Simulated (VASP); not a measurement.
# AlCo (P6_3/mmc) in VASP: notebook, part 2 of 2

VASP 6.6.1. Earlier steps stand in the parts before.

## (4) Relaxation of cell and atoms, PBE, collinear spin, ferromagnetic start

Contents of INCAR:

```
  PREC = Accurate
  ENCUT = 600
  EDIFF = 1E-6
  ISMEAR = 0
  SIGMA = 0.1
  LREAL = False
  LASPH = True
  NELM = 150
  ALGO = Normal
  ISIF = 3
  LWAVE = False
  LCHARG = False
  ISPIN = 2
  MAGMOM = 0 0 3 3
  LORBIT = 11
  LMAXMIX = 4
  GGA = PE
  IBRION = 2
  NSW = 90
  EDIFFG = -0.04
```

Contents of KPOINTS:

```
regular mesh
0
Gamma
  6 6 4
```

Contents of POSCAR:

```
AlCo
1.0
    3.6751274200      0.0000000000      0.0000000000
   -1.8375637100      3.1827537100      0.0000000000
    0.0000000000      0.0000000000      4.3430052800
Al Co
2 2
Direct
    0.3333333300      0.6666666700      0.2500000000
    0.6666666700      0.3333333300      0.7500000000
    0.0000000000      0.0000000000      0.5000000000
    0.0000000000      0.0000000000      0.0000000000
```

Potentials or basis: VASP PAW PBE potentials, release 64 (Al, Co).

Command:

```bash
cat potpaw_PBE.64/Al/POTCAR potpaw_PBE.64/Co/POTCAR > POTCAR
mpirun -np 1 vasp_std > vasp.out
```

OUTCAR:

```text
PREC = Accurate
   ENCUT = 600
   EDIFF = 1E-6
   ISMEAR = 0
   LREAL = False
   LASPH = True
   NELM = 150
   ISIF = 3
   ISPIN = 2
   LORBIT = 11
   GGA = PE
   IBRION = 2
   NSW = 90
   EDIFFG = -0.04

 ion  position               nearest neighbor table
   1  0.333  0.667  0.250-   3 2.38   4 2.38   3 2.38   4 2.38   3 2.38   4 2.38   2 3.04   2 3.04
                             2 3.04   2 3.04   2 3.04   2 3.04
   2  0.667  0.333  0.750-   3 2.38   4 2.38   3 2.38   4 2.38   3 2.38   4 2.38   1 3.04   1 3.04
                             1 3.04   1 3.04   1 3.04   1 3.04
   3  0.000  0.000  0.500-   4 2.17   4 2.17   1 2.38   2 2.38   2 2.38   1 2.38   2 2.38   1 2.38

   4  0.000  0.000  0.000-   3 2.17   3 2.17   1 2.38   2 2.38   2 2.38   1 2.38   2 2.38   1 2.38

  LATTYP: Found a hexagonal cell.
 ALAT       =     3.6751274200
 C/A-ratio  =     1.1817291712

  Lattice vectors:

 A1 = (   3.6751274200,   0.0000000000,   0.0000000000)
 A2 = (  -1.8375637100,   3.1827537100,   0.0000000000)
 A3 = (   0.0000000000,   0.0000000000,   4.3430052800)

Analysis of symmetry for initial positions (statically):
=====================================================================
 Subroutine PRICEL returns:
 Original cell was already a primitive cell.

 Routine SETGRP: Setting up the symmetry group for a
 hexagonal supercell.

 Subroutine GETGRP returns: Found 24 space group operations
[... 450 lines left out ...]
--------------------------------------- Ionic step        8  -------------------------------------------

 number of electron      24.0000009 magnetization      -1.5254961

 Free energy of the ion-electron system (eV)
  ---------------------------------------------------
  ext. energy  EPLUGINS =         0.00000000
  ---------------------------------------------------
  free energy    TOTEN  =       -21.70079903 eV

  energy without entropy =      -21.68542593  energy(sigma->0) =      -21.69311248

 E-fermi :   7.4775     XC(G=0): -11.1261

 val. band max:        7.4573021718   @ k =   0.5000  -0.0000   0.0000
 cond. band min:       7.4909494304   @ k =   0.3333   0.0000   0.2500
 fundamental gap:      0.0336472586
 Fermi energy:         7.4774682841

 spin component 1

 k-point     1 :       0.0000    0.0000    0.0000
  band No.  band energies     occupation
      1      -1.7028      1.00000
      2       3.9716      1.00000
      3       4.8485      1.00000
      4       4.9826      1.00000
      5       5.2793      1.00000
      6       5.2793      1.00000
[... 438 lines left out ...]
      5       4.8449      1.00000
      6       4.8449      1.00000
[... 11 lines left out ...]
     18      17.2059      0.00000
     19      18.3726      0.00000
 Fermi energy:         7.4774682841

 spin component 2

 k-point     1 :       0.0000    0.0000    0.0000
  band No.  band energies     occupation
      1      -1.6765      1.00000
      2       3.8570      1.00000
      3       4.5967      1.00000
      4       4.6288      1.00000
      5       4.6288      1.00000
      6       4.9144      1.00000
[... 482 lines left out ...]
  FREE ENERGIE OF THE ION-ELECTRON SYSTEM (eV)
  ---------------------------------------------------
  free  energy   TOTEN  =       -21.7007990302 eV

  energy  without entropy=      -21.6854259289  energy(sigma->0) =      -21.69311248

 reached required accuracy - stopping structural energy minimisation

 total charge

# of ion       s       p       d       tot
------------------------------------------
    1        0.443   0.350   0.000   0.793
    2        0.443   0.350   0.000   0.793
    3        0.531   0.457   7.418   8.406
    4        0.531   0.457   7.418   8.406
--------------------------------------------------
tot          1.948   1.615  14.836  18.398

 magnetization (x)

# of ion       s       p       d       tot
------------------------------------------
    1        0.004   0.016   0.000   0.021
    2        0.004   0.016   0.000   0.021
    3       -0.002   0.006  -0.832  -0.828
    4       -0.002   0.006  -0.832  -0.828
--------------------------------------------------
tot          0.005   0.044  -1.664  -1.615
```

OSZICAR:

```text
N       E                     dE             d eps       ncg     rms          rms(c)
DAV:   1     0.135141172308E+03    0.13514E+03   -0.11429E+04  1596   0.152E+03
DAV:   2    -0.167456090172E+02   -0.15189E+03   -0.14474E+03  1596   0.283E+02
DAV:   3    -0.226037305846E+02   -0.58581E+01   -0.56878E+01  1812   0.729E+01
[... 86 lines left out ...]
DAV:   2    -0.217166089190E+02   -0.11874E-01   -0.10909E-01  1792   0.497E+00    0.108E+00
DAV:   3    -0.217008213784E+02    0.15788E-01   -0.51441E-02  1792   0.360E+00    0.844E-02
DAV:   4    -0.217008417209E+02   -0.20342E-04   -0.93008E-04  1627   0.198E-01    0.615E-02
DAV:   5    -0.217007995037E+02    0.42217E-04   -0.53068E-05  2293   0.887E-02    0.134E-02
DAV:   6    -0.217007990302E+02    0.47346E-06   -0.43837E-06  1482   0.221E-02
   8 F= -.21700799E+02 E0= -.21693112E+02  d E =-.269877E-03  mag=    -1.5252
```

CONTCAR:

```text
AlCo
   1.00000000000000
     3.7494607585783060   -0.0000000000000000    0.0000000000000000
    -1.8747303792891530    3.2471282696773969   -0.0000000000000000
     0.0000000000000000   -0.0000000000000000    4.7194210853957141
  Al              Co
     2     2
Direct
     0.3333333300000021    0.6666666699999979    0.2500000000000000
     0.6666666699999979    0.3333333300000021    0.7500000000000000
     0.0000000000000000    0.0000000000000000    0.5000000000000000
     0.0000000000000000    0.0000000000000000    0.0000000000000000

  0.00000000E+00  0.00000000E+00  0.00000000E+00
  0.00000000E+00  0.00000000E+00  0.00000000E+00
  0.00000000E+00  0.00000000E+00  0.00000000E+00
  0.00000000E+00  0.00000000E+00  0.00000000E+00
```

Wall time 2.4 min (1 thread of Intel Xeon 6975P-C (Granite Rapids), shared host); peak memory 0.22 GiB.

What came out:

```
Free energy                                           : -21.7008 eV
Relaxed volume                                        : 14.36 Å³/atom
Relaxed cell                                          : a = 3.749 Å, b = 3.749 Å, c = 4.719 Å, α = 90.00°, β = 90.00°, γ = 120.00°
Space group after relaxing (to 0.05 Å)                : P6_3/mmc (No. 194)
Energy gained by relaxing                             : 115.5 meV/atom
Ionic steps                                           : 8
Pressure after relaxing                               : 0.0 GPa
Net moment                                            : -1.53 μB per cell
Site moments                                          : Al +0.02; Co -0.83 μB
Valence electrons inside the program's atomic spheres : Al 0.79; Co 8.41
```

Step by step:
```csv
step,energy change (eV),largest force (eV/Å),pressure (GPa),volume (Å³)
1,0.0000,0.0000,20.74,50.80
2,-0.2445,0.0000,-9.84,63.84
3,-0.4380,0.0000,-0.45,58.06
4,-0.4535,0.0000,-0.49,57.91
5,-0.4617,0.0000,-0.43,57.70
6,-0.4619,0.0000,-0.42,57.66
7,-0.4620,0.0000,0.36,57.29
8,-0.4622,0.0000,0.04,57.46
```

Final structure:
```cif
data_structure
_symmetry_space_group_name_H-M 'P 1'
_symmetry_Int_Tables_number 1
_cell_length_a 3.7495
_cell_length_b 3.7495
_cell_length_c 4.7194
_cell_angle_alpha 90.000
_cell_angle_beta 90.000
_cell_angle_gamma 120.000
_cell_volume 57.46
loop_
_atom_site_label
_atom_site_type_symbol
_atom_site_fract_x
_atom_site_fract_y
_atom_site_fract_z
_atom_site_occupancy
Al1 Al 0.33333 0.66667 0.25000 1
Al2 Al 0.66667 0.33333 0.75000 1
Co1 Co 0.00000 0.00000 0.50000 1
Co2 Co 0.00000 0.00000 0.00000 1
```

Levels at points of the mesh, in eV from the Fermi level:
Spin up:
```
           k point  band 9  band 10  band 11  band 12  band 13  band 14
(0.00, 0.00, 0.00)   -0.74    -0.74     0.72     0.72     2.51     3.70
(0.50, 0.00, 0.00)   -0.25    -0.02     0.27     0.44     0.45     0.66
(0.00, 0.00, 0.50)   -0.66    -0.66    -0.66    -0.66     6.10     6.10
(0.50, 0.00, 0.50)   -0.49    -0.49    -0.34    -0.34     0.15     0.15
```
Spin down:
```tsv
k point	band 10	band 11	band 12	band 13	band 14	band 15
(0.00, 0.00, 0.00)	-1.29	-0.57	-0.57	2.06	3.70	3.70
(0.50, 0.00, 0.00)	-0.63	-0.58	-0.51	0.28	0.48	0.48
(0.00, 0.00, 0.50)	-1.65	-1.65	-1.65	6.06	6.06	6.11
(0.50, 0.00, 0.50)	-1.05	-0.97	-0.97	-0.84	-0.84	3.01
```

Caveat: the k points lie up to 0.33 Å⁻¹ apart in the final cell.

## (5) Single point, PBE, collinear spin, ferromagnetic start

This run uses another cell than the first one, of 14.33 Å³/atom, 1.128 times its volume.

Contents of INCAR:

```
SYSTEM = AlCo
PREC     = Accurate       ! precision mode
ENCUT    = 520            ! plane-wave cutoff, eV
EDIFF    = 1E-6           ! SCF threshold, eV
ISMEAR   = 0              ! smearing method
SIGMA    = 0.1            ! smearing width, eV
LREAL    = .False.        ! projectors in reciprocal space
LASPH    = .True.         ! aspherical terms in the spheres
NELM     = 150            ! most SCF steps
ALGO     = Normal         ! electronic algorithm
ISIF     = 2              ! what is computed and relaxed
LWAVE    = .False.        ! write WAVECAR
LCHARG   = .False.        ! write CHGCAR
ISPIN    = 2              ! spin polarisation
MAGMOM   = 0 0 0.93 0.93  ! initial moments
LORBIT   = 11             ! projections on sites
LMAXMIX  = 4              ! l up to which the mixer works
GGA      = PE             ! functional
NBANDS   = 24             ! bands
```

Contents of KPOINTS:

```
Automatic mesh
0
Gamma
  12 12 10
  0 0 0
```

Contents of POSCAR:

```
AlCo
1.0
    3.7491920559      0.0000000000      0.0000000000
   -1.8745960280      3.2468955641      0.0000000000
    0.0000000000      0.0000000000      4.7078596747
Al Co
2 2
Direct
    0.3333333333      0.6666666667      0.2500000000
    0.6666666667      0.3333333333      0.7500000000
    0.0000000000      0.0000000000      0.5000000000
    0.0000000000      0.0000000000      0.0000000000
```

Command:

```bash
cat potpaw_PBE.64/Al/POTCAR potpaw_PBE.64/Co/POTCAR > POTCAR
mpirun -np 1 vasp_std > vasp.out
```

Wall time 1.9 min (1 thread of Intel Xeon 6975P-C (Granite Rapids), shared host); peak memory 0.35 GiB.

Results (log left out):

```
Free energy                                           : -21.7104 eV
Pressure                                              : -0.2 GPa
Net moment                                            : 1.31 μB per cell
Site moments                                          : Al -0.02; Co +0.73 μB
Valence electrons inside the program's atomic spheres : Al 0.79; Co 8.41
```

Levels at points of the mesh, in eV from the Fermi level:
Spin up:
```csv
k point,band 9,band 10,band 11,band 12,band 13,band 14,band 15,band 16
"(0.00, 0.00, 0.00)",-1.27,-1.27,-0.52,-0.52,2.07,3.65,3.65,6.23
"(0.50, 0.00, 0.00)",-0.83,-0.60,-0.53,-0.49,0.26,0.42,0.44,4.01
"(0.00, 0.00, 0.50)",-1.62,-1.62,-1.62,-1.62,6.06,6.06,6.09,6.09
"(0.50, 0.00, 0.50)",-1.02,-1.02,-0.97,-0.97,-0.81,-0.81,2.98,2.98
```
Spin down:
```csv
k point,band 10,band 11,band 12,band 13,band 14,band 15
"(0.00, 0.00, 0.00)",-0.80,0.64,0.64,2.47,3.62,3.62
"(0.50, 0.00, 0.00)",-0.08,0.21,0.36,0.41,0.57,0.62
"(0.00, 0.00, 0.50)",-0.76,-0.76,-0.76,6.08,6.08,6.20
"(0.50, 0.00, 0.50)",-0.55,-0.42,-0.42,0.07,0.07,3.18
```

## (6) Summary

| task | cell | k mesh | cutoff (eV) | gap on the mesh (eV) | pressure (GPa) | moment (μB) |
| --- | --- | --- | --- | --- | --- | --- |
| single point | a = 3.675, b = 3.675, c = 4.343 Å, angles 90.0, 90.0, 120.0°, 4 atoms | 6 × 6 × 4 | 520 | none | 20.7 | 1.23 |
| single point | a = 3.755, b = 3.755, c = 4.716 Å, angles 90.0, 90.0, 120.0°, 4 atoms | 6 × 6 × 4 | 520 | none | -0.2 | 1.53 |
| relaxation of cell and atoms | relaxed from a = 3.675, b = 3.675, c = 4.343 Å, angles 90.0, 90.0, 120.0°, 4 atoms | 6 × 6 × 4 | 600 | none | 0.0 | 1.53 |
| single point | a = 3.749, b = 3.749, c = 4.708 Å, angles 90.0, 90.0, 120.0°, 4 atoms | 12 × 12 × 10 | 520 | none | -0.2 | 1.31 |

Alike in all rows: level PBE; potentials or basis VASP PAW PBE potentials, release 64 (Al, Co); spin collinear, ferromagnetic start; smearing gaussian 0.1 eV.

Caveats: some runs use coarse meshes.

Absolute energies hang on the potentials; compare differences alone.
